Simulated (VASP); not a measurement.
Au: single point with PBE0

Crystal: Au.

```xyz
1
Lattice="-1.6461 1.6461 1.6461 1.6461 -1.6461 1.6461 1.6461 1.6461 -1.6461" Properties=species:S:1:pos:R:3 pbc="T T T"
Au    0.0000    0.0000    0.0000
```

- Program: VASP 6.6.1
- Task: single point
- Functional: PBE0
- Potentials or basis: VASP PAW PBE potentials, release 64 (Au)
- Cutoff: 520 eV
- k mesh: 6 × 6 × 6
- Occupations: fermi-dirac, width 0.05 eV
- Spin: no spin polarisation
- Dipole correction: no
- Grid for exact exchange (PRECFOCK): Normal
- Further INCAR settings: ALGO = Normal; EDIFF = 1e-06; NBANDS = 12

```json
{
  "Pressure": "-1.7 GPa"
}
```

Levels at points of the mesh, in eV from the Fermi level:
| k point | band 3 | band 4 | band 5 | band 6 | band 7 | band 8 | band 9 | band 10 |
| --- | --- | --- | --- | --- | --- | --- | --- | --- |
| (0.00, 0.00, 0.00) | -6.56 | -6.56 | -4.72 | -4.72 | 17.55 | 17.55 | 17.55 | 25.14 |
| (0.50, 0.00, 0.00) | -4.81 | -4.47 | -2.94 | -1.15 | 3.94 | 13.29 | 14.79 | 22.51 |
| (0.50, 0.50, 0.50) | -3.38 | -3.38 | -3.38 | 6.95 | 6.95 | 6.95 | 10.63 | 16.48 |

Run time: 3 min on 1 thread of Intel(R) Xeon(R) 6975P-C (Granite Rapids), with other jobs on the host, peak memory 0.15 GiB.

Caveat: the k points lie up to 0.45 Å⁻¹ apart; the PAW data sets were made with another functional, which shifts forces and pressure a little; spin-orbit coupling is left out, which moves the levels of the heavy elements.
